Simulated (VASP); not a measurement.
Crystal: InBS3.

```
CELL_PARAMETERS angstrom
3.79197 0.00000 0.00000
0.00000 3.79197 0.00000
0.00000 0.00000 8.11825
ATOMIC_POSITIONS crystal
In 0.00000 0.00000 0.00000
B 0.50000 0.50000 0.50000
S 0.00000 0.00000 0.50000
S 0.00000 0.50000 0.00000
S 0.50000 0.00000 0.00000
```

* Program: VASP 6.6.1
* Task: relaxation of cell and atoms
* Functional: PBE
* Potentials or basis: VASP PAW PBE potentials, release 64 (In_d, B, S)
* Cutoff: 600 eV
* k mesh: 4 × 4 × 2
* Occupations: gaussian, width 0.1 eV
* Spin: no spin polarisation

At the start: pressure 55.9 GPa; volume 23.35 Å³/atom.

**Question.** Where does the relaxation end?

**Answer.** Over 26 steps the energy falls by 2620.3 meV/atom and the volume is 25.46 Å³/atom (+9.0 %); space group Pm-3m (No. 221, to 0.05 Å).

The path:
| step | energy change (eV) | largest force (eV/Å) | pressure (GPa) | volume (Å³) |
| --- | --- | --- | --- | --- |
| 1 | 0.0000 | 0.0000 | 55.91 | 116.73 |
| 2 | -7.8429 | 0.0000 | -4.30 | 293.82 |
| 3 | -11.2841 | 0.0000 | -1.30 | 188.44 |
| 4 | -11.2952 | 0.0000 | -0.99 | 186.65 |
| 5 | -11.3020 | 0.0000 | -0.47 | 183.79 |
| 6 | -11.3259 | 0.0000 | -0.50 | 181.25 |
| 7 | -11.4141 | 0.0000 | -0.59 | 173.65 |
| 8 | -11.6721 | 0.0000 | -0.53 | 158.41 |
| 9 | -12.5679 | 0.0000 | 1.89 | 127.86 |
| 10 | 36.1138 | 0.0000 | 274.64 | 66.48 |
| 11 | -12.6049 | 0.0000 | 2.10 | 126.74 |
| 12 | -12.3880 | 0.0000 | 12.21 | 104.58 |
| 13 | -12.7677 | 0.0000 | 3.56 | 120.49 |
| 14 | -12.8127 | 0.0000 | 5.60 | 114.44 |
| 15 | -12.8156 | 0.0000 | 5.07 | 115.83 |
| 16 | -12.8215 | 0.0000 | 5.14 | 115.55 |
| 17 | -12.8347 | 0.0000 | 5.40 | 114.69 |
| 18 | -12.8372 | 0.0000 | 6.00 | 112.94 |
| 19 | -12.8404 | 0.0000 | 5.74 | 113.66 |
| 20 | -12.8529 | 0.0000 | 5.56 | 113.96 |
| 21 | -12.8883 | 0.0000 | 5.04 | 114.86 |
| 22 | -12.9496 | 0.0000 | 4.09 | 116.66 |
| 23 | -13.0387 | 0.0000 | 2.49 | 120.31 |
| 24 | -13.1013 | 0.0000 | -0.23 | 127.81 |
| 25 | -13.1016 | 0.0000 | -0.06 | 127.32 |
| 26 | -13.1017 | 0.0000 | -0.05 | 127.29 |

Final structure:
```
CELL_PARAMETERS angstrom
5.04274 0.00000 0.00000
0.00000 5.04274 0.00000
0.00000 0.00000 5.00552
ATOMIC_POSITIONS crystal
In 0.00000 0.00000 0.00000
B 0.50000 0.50000 0.50000
S 0.00000 0.00000 0.50000
S 0.00000 0.50000 0.00000
S 0.50000 0.00000 0.00000
```

Caveat: the k points lie up to 0.63 Å⁻¹ apart in the final cell.
